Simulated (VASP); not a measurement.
# SnSe (R-3m) in VASP: further runs

The runs below take SnSe through single point, with LDA.

Everything below comes from runs of VASP 6.6.1. Logs are shortened: lines on timing, memory, paths and dates and some standing lists are left out, and cuts for length are marked.

### Step 1. The cell of the first run

Symmetry: R-3m, No. 166, trigonal system. The conventional cell has a = 4.278 Å, b = 4.278 Å, c = 10.323 Å, α = 90.00°, β = 90.00°, γ = 120.00°. Within 4.0 Å of Sn (site symmetry -3m) lie 6 Se at 3.01 Å. Within 4.0 Å of Se (site symmetry -3m) lie 6 Sn at 3.01 Å.

### Step 2. Single point, LDA

The input, INCAR:

```
SYSTEM = SnSe
PREC = Accurate
ENCUT = 520
EDIFF = 1E-6
ISMEAR = 0
SIGMA = 0.05
LREAL = .False.
LASPH = .True.
NELM = 80
ALGO = Normal
ISIF = 2
LWAVE = .False.
LCHARG = .False.
NBANDS = 17
```

The input, KPOINTS:

```
Automatic mesh
0
Gamma
  6 6 6
  0 0 0
```

The input, POSCAR:

```
SnSe
1.0
   -0.0301000000      2.9949500000      2.9949500000
    2.9949500000     -0.0301000000      2.9949500000
    2.9949500000      2.9949500000     -0.0301000000
Sn Se
1 1
Direct
    0.0000000000      0.0000000000      0.0000000000
    0.5000000000      0.5000000000      0.5000000000
```

Potentials or basis: VASP PAW LDA potentials, release 64 (Sn_d, Se).

On the command line:

```
$ cat potpaw_LDA.64/Sn_d/POTCAR potpaw_LDA.64/Se/POTCAR > POTCAR
$ mpirun -np 1 vasp_std > vasp.out
```

OUTCAR:

```text
SYSTEM = SnSe
   PREC = Accurate
   ENCUT = 520
   EDIFF = 1E-6
   ISMEAR = 0
   LREAL = .False.
   LASPH = .True.
   NELM = 80
   ISIF = 2

 ion  position               nearest neighbor table
   1  0.000  0.000  0.000-   2 3.01   2 3.01   2 3.01   2 3.01   2 3.01   2 3.01
   2  0.500  0.500  0.500-   1 3.01   1 3.01   1 3.01   1 3.01   1 3.01   1 3.01

  LATTYP: Found a trigonal (rhomboedric) cell.
 ALAT       =     4.2356058616
 COS(alpha) =     0.4899250057

  Lattice vectors:

 A1 = (  -0.0301000000,   2.9949500000,   2.9949500000)
 A2 = (   2.9949500000,  -0.0301000000,   2.9949500000)
 A3 = (   2.9949500000,   2.9949500000,  -0.0301000000)

Analysis of symmetry for initial positions (statically):
=====================================================================
 Subroutine PRICEL returns:
 Original cell was already a primitive cell.

 Routine SETGRP: Setting up the symmetry group for a
 trigonal (rhombohedral) supercell.

 Subroutine GETGRP returns: Found 12 space group operations
 (whereof 12 operations were pure point group operations)
 out of a pool of 12 trial point group operations.

The static configuration has the point symmetry D_3d.

Analysis of symmetry for dynamics (positions and initial velocities):
=====================================================================
 Subroutine PRICEL returns:
 Original cell was already a primitive cell.

 Routine SETGRP: Setting up the symmetry group for a
 trigonal (rhombohedral) supercell.

 Subroutine GETGRP returns: Found 12 space group operations
 (whereof 12 operations were pure point group operations)
 out of a pool of 12 trial point group operations.

The dynamic configuration has the point symmetry D_3d.

 Subroutine INISYM returns: Found 12 space group operations
 (whereof 12 operations are pure point group operations),
 and found     1 'primitive' translations

----------------------------------------------------------------------------------------

                                     Primitive cell

  volume of cell :      54.5377

  direct lattice vectors                    reciprocal lattice vectors
    -0.030100000  2.994950000  2.994950000    -0.164451744  0.166121305  0.166121305
     2.994950000 -0.030100000  2.994950000     0.166121305 -0.164451744  0.166121305
     2.994950000  2.994950000 -0.030100000     0.166121305  0.166121305 -0.164451744

  length of vectors
     4.235605862  4.235605862  4.235605862     0.286769858  0.286769858  0.286769858

  position of ions in fractional coordinates (direct lattice)
     0.000000000  0.000000000  0.000000000
     0.500000000  0.500000000  0.500000000

  ion indices of the primitive-cell ions
   primitive index   ion index
                 1           1
                 2           2

----------------------------------------------------------------------------------------

 KPOINTS: Automatic mesh

Automatic generation of k-mesh.
 Grid dimensions read from file:
 generate k-points for:    6    6    6

 Generating k-lattice:

  Cartesian coordinates                     Fractional coordinates (reciprocal lattice)
    -0.027408624  0.027686884  0.027686884     0.166666667  0.000000000  0.000000000
     0.027686884 -0.027408624  0.027686884     0.000000000  0.166666667  0.000000000
     0.027686884  0.027686884 -0.027408624     0.000000000  0.000000000  0.166666667

  Length of vectors
     0.047794976  0.047794976  0.047794976

  Shift w.r.t. Gamma in fractional coordinates (k-lattice)
     0.000000000  0.000000000  0.000000000

 Subroutine IBZKPT returns following result:
 ===========================================

 Found     32 irreducible k-points:

 Following reciprocal coordinates:
            Coordinates               Weight
  0.000000  0.000000  0.000000      1.000000
  0.166667  0.000000 -0.000000      6.000000
  0.333333  0.000000  0.000000      6.000000
  0.500000 -0.000000 -0.000000      3.000000
  0.166667  0.166667 -0.000000      6.000000
  0.333333  0.166667 -0.000000     12.000000
[... 16 lines left out ...]
  0.500000  0.500000  0.166667      6.000000
 -0.333333  0.500000  0.166667     12.000000
 [... further k-points ...]
   k-points           NKPTS =     32   k-points in BZ     NKDIM =     32   number of bands    NBANDS=     17
   number of dos      NEDOS =    301   number of ions     NIONS =      2
   total plane-waves  NPLWV =  32768
   dimension x,y,z NGX =    32 NGY =   32 NGZ =   32
   dimension x,y,z NGXF=    64 NGYF=   64 NGZF=   64
   ions per type =               1   1
   NGX,Y,Z   is equivalent  to a cutoff of  12.56, 12.56, 12.56 a.u.
   NGXF,Y,Z  is equivalent  to a cutoff of  25.12, 25.12, 25.12 a.u.
 SYSTEM =  SnSe
   PREC   = accura    normal or accurate (medium, high low for compatibility)
   ISTART =      0    job   : 0-new  1-cont  2-samecut
   ICHARG =      2    charge: 1-file 2-atom 10-const
   ISPIN  =      1    spin polarized calculation?
   LNONCOLLINEAR =      F non collinear calculations
   LSORBIT =      F    spin-orbit coupling
   LASPH  =      T    aspherical Exc in radial PAW
   ENCUT  =  520.0 eV  38.22 Ry    6.18 a.u.   7.88  7.88  7.88*2*pi/ulx,y,z
   NELM   =     80;   NELMIN=  2; NELMDL= -5     # of ELM steps
   EDIFF  = 0.1E-05   stopping-criterion for ELM
   LREAL  =      F    real-space projection
   EDIFFG = 0.1E-04   stopping-criterion for IOM
   NSW    =      0    number of steps for IOM
   IBRION =     -1    ionic relax: 0-MD 1-quasi-New 2-CG
   NFREE  =      0    steps in history (QN), initial steepest desc. (CG)
   ISIF   =      2    stress and relaxation
   ISYM   =      2    0-nonsym 1-usesym 2-fastsym
   POTIM  = 0.5000    time-step for ionic-motion
   TEBEG  =    0.0;   TEEND  =   0.0 temperature during run
   PSTRESS=    0.0 pullay stress
   NELECT =      20.0000    total number of electrons
   NUPDOWN=      -1.0000    fix difference up-down
   EMIN   =  10.00;   EMAX   =-10.00  energy-range for DOS
   EFERMI =   0.00;   METHOD = LEGACY
   ISMEAR =     0;   SIGMA  =   0.05  broadening in eV -4-tet -1-fermi 0-gaus
   EFERMI_NEDOS =   21; number of points for ismear=-14 and -15
   IALGO  =     38    algorithm
   IMIX   =      4    mixing-type and parameters
     AMIX     =   0.40;   BMIX     =  1.00
     AMIX_MAG =   1.60;   BMIX_MAG =  1.00
  volume/ion in A,a.u.               =      27.27       184.02
  Fermi-wavevector in a.u.,A,eV,Ry     =   1.171797  2.214376 18.682287  1.373109
  Thomas-Fermi vector in A             =   2.308236
   LORBIT       =      0    0 simple, 1 ext, 2 COOP (PROOUT), +10 PAW based schemes
   GGA     = CA    functional components
   LHFCALC =     F    Hartree Fock is set to
   AEXX    =    0.0000 exact exchange contribution
   IVDW    =     0    specifies the selected vdW correction
   LEPSILON=     F    determine dielectric tensor
   LRPA    =     F    only Hartree local field effects (RPA)
 non-spin polarized calculation
 Gauss-broadening in eV      SIGMA  =   0.05
  energy-cutoff  :      520.00
  volume of cell :       54.54
 maximum number of plane-waves:      1482
   NGX = 15   NGY = 15   NGZ = 15

 number of electron      20.0000005 magnetization

 Free energy of the ion-electron system (eV)
  ---------------------------------------------------
  ext. energy  EPLUGINS =         0.00000000
  ---------------------------------------------------
  free energy    TOTEN  =        -9.49229338 eV

  energy without entropy =       -9.49229338  energy(sigma->0) =       -9.49229338

 E-fermi :   5.5843     XC(G=0):  -9.8867

 val. band max:        5.3433962649   @ k =   0.5000  -0.0000  -0.0000
 cond. band min:       5.8694350382   @ k =   0.5000   0.5000   0.5000
 fundamental gap:      0.5260387733
 Fermi energy:         5.5842961604

 k-point     1 :       0.0000    0.0000    0.0000
  band No.  band energies     occupation
      1     -16.0804      2.00000
      2     -16.0804      2.00000
      3     -16.0779      2.00000
      4     -16.0770      2.00000
      5     -16.0770      2.00000
      6      -8.4599      2.00000
[... 9 lines left out ...]
     16      11.4259      0.00000
     17      13.5472      0.00000

 k-point     2 :       0.1667    0.0000   -0.0000
  band No.  band energies     occupation
      1     -16.0824      2.00000
      2     -16.0815      2.00000
      3     -16.0766      2.00000
      4     -16.0750      2.00000
      5     -16.0739      2.00000
      6      -8.2704      2.00000
[... 9 lines left out ...]
     16      12.0266      0.00000
     17      15.2390      0.00000

 k-point     3 :       0.3333    0.0000    0.0000
  band No.  band energies     occupation
      1     -16.0866      2.00000
      2     -16.0851      2.00000
      3     -16.0754      2.00000
      4     -16.0684      2.00000
      5     -16.0677      2.00000
      6      -7.8168      2.00000
[... 9 lines left out ...]
     16      13.6623      0.00000
     17      17.1038      0.00000

 k-point     4 :       0.5000   -0.0000   -0.0000
  band No.  band energies     occupation
      1     -16.0886      2.00000
      2     -16.0870      2.00000
      3     -16.0748      2.00000
      4     -16.0651      2.00000
      5     -16.0645      2.00000
      6      -7.5314      2.00000
[... 9 lines left out ...]
     16      15.5001      0.00000
     17      15.8445      0.00000

 k-point     5 :       0.1667    0.1667   -0.0000
  band No.  band energies     occupation
      1     -16.0854      2.00000
      2     -16.0792      2.00000
      3     -16.0782      2.00000
      4     -16.0734      2.00000
      5     -16.0728      2.00000
      6      -8.2055      2.00000
[... 9 lines left out ...]
     16      13.0160      0.00000
     17      13.9808      0.00000

 k-point     6 :       0.3333    0.1667   -0.0000
  band No.  band energies     occupation
      1     -16.0907      2.00000
      2     -16.0797      2.00000
      3     -16.0784      2.00000
      4     -16.0688      2.00000
      5     -16.0673      2.00000
      6      -7.8357      2.00000
[... 9 lines left out ...]
     16      14.5208      0.00000
     17      15.9893      0.00000

 k-point     7 :       0.5000    0.1667   -0.0000
  band No.  band energies     occupation
      1     -16.0926      2.00000
      2     -16.0832      2.00000
      3     -16.0745      2.00000
      4     -16.0669      2.00000
      5     -16.0641      2.00000
      6      -7.4687      2.00000
[... 9 lines left out ...]
     16      15.8118      0.00000
     17      16.1983      0.00000

 k-point     8 :      -0.3333    0.1667   -0.0000
  band No.  band energies     occupation
      1     -16.0894      2.00000
      2     -16.0848      2.00000
      3     -16.0731      2.00000
      4     -16.0678      2.00000
      5     -16.0668      2.00000
      6      -7.5659      2.00000
[... 9 lines left out ...]
     16      14.6567      0.00000
     17      16.3703      0.00000
[... 203 lines left out ...]
      1     -16.0903      2.00000
      2     -16.0792      2.00000
      3     -16.0788      2.00000
      4     -16.0692      2.00000
      5     -16.0669      2.00000
      6      -7.8268      2.00000
[... 9 lines left out ...]
     16      14.4317      0.00000
     17      16.0906      0.00000

 k-point    20 :       0.5000    0.3333    0.1667
  band No.  band energies     occupation
      1     -16.0952      2.00000
      2     -16.0797      2.00000
      3     -16.0774      2.00000
      4     -16.0661      2.00000
      5     -16.0643      2.00000
      6      -7.4898      2.00000
[... 9 lines left out ...]
     16      15.3070      0.00000
     17      15.9121      0.00000

 k-point    21 :      -0.3333    0.3333    0.1667
  band No.  band energies     occupation
      1     -16.0965      2.00000
      2     -16.0810      2.00000
      3     -16.0717      2.00000
      4     -16.0709      2.00000
      5     -16.0619      2.00000
      6      -7.3028      2.00000
[... 9 lines left out ...]
     16      16.7307      0.00000
     17      16.8617      0.00000

 k-point    22 :      -0.1667    0.3333    0.1667
  band No.  band energies     occupation
      1     -16.0952      2.00000
      2     -16.0800      2.00000
      3     -16.0770      2.00000
      4     -16.0665      2.00000
      5     -16.0643      2.00000
      6      -7.5003      2.00000
[... 9 lines left out ...]
     16      15.4371      0.00000
     17      15.8597      0.00000

 k-point    23 :       0.5000    0.5000    0.1667
  band No.  band energies     occupation
      1     -16.1029      2.00000
      2     -16.0809      2.00000
      3     -16.0755      2.00000
      4     -16.0631      2.00000
      5     -16.0610      2.00000
      6      -7.3212      2.00000
[... 9 lines left out ...]
     16      16.5494      0.00000
     17      16.9736      0.00000

 k-point    24 :      -0.3333    0.5000    0.1667
  band No.  band energies     occupation
      1     -16.1025      2.00000
      2     -16.0783      2.00000
      3     -16.0767      2.00000
      4     -16.0659      2.00000
      5     -16.0595      2.00000
      6      -7.2272      2.00000
[... 9 lines left out ...]
     16      16.5759      0.00000
     17      18.1910      0.00000

 [... further k-points ...]
[... 5 lines left out ...]
  --------------------------------------------------------------------------------------
  -------------------------------------------------------------------------------------
  Total       -1.2208624     -1.2208624     -1.2208624      0.0662956      0.0662956      0.0662956
  in kB      -35.8657986    -35.8657986    -35.8657986      1.9475929      1.9475929      1.9475929
  external PRESSURE =     -35.8657986 kB  Pullay stress =       0.0000000 kB

 VOLUME and BASIS-vectors are now :
 -----------------------------------------------------------------------------
  energy-cutoff  :      520.00
  volume of cell :       54.54
      direct lattice vectors                 reciprocal lattice vectors
    -0.030100000  2.994950000  2.994950000    -0.164451744  0.166121305  0.166121305
     2.994950000 -0.030100000  2.994950000     0.166121305 -0.164451744  0.166121305
     2.994950000  2.994950000 -0.030100000     0.166121305  0.166121305 -0.164451744

 POSITION                                       TOTAL-FORCE (eV/Angst)
 -----------------------------------------------------------------------------------
      0.00000      0.00000      0.00000         0.000000     -0.000000      0.000000
      2.97990      2.97990      2.97990        -0.000000      0.000000     -0.000000
 -----------------------------------------------------------------------------------
    total drift:                                0.000000     -0.000000     -0.000000

  FREE ENERGIE OF THE ION-ELECTRON SYSTEM (eV)
  ---------------------------------------------------
  free  energy   TOTEN  =        -9.4922933753 eV

  energy  without entropy=       -9.4922933753  energy(sigma->0) =       -9.49229338
```

It took 17 s on 1 thread of Intel Xeon 6975P-C, shared host; peak memory 0.17 GiB.

What came out:

```yaml
Free_energy: -9.4923 eV
Pressure: -3.6 GPa
Band_gap_on_the_k_mesh: 0.53 eV, indirect (least direct gap 0.62 eV)
```

Stress tensor (GPa, compression positive):
```
-3.59  0.19  0.19
 0.19 -3.59  0.19
 0.19  0.19 -3.59
```

Caveat: spin-orbit coupling is left out, which moves the levels of the heavy elements. A k mesh can miss the band edges.

(Continued in part 2 of 2.)
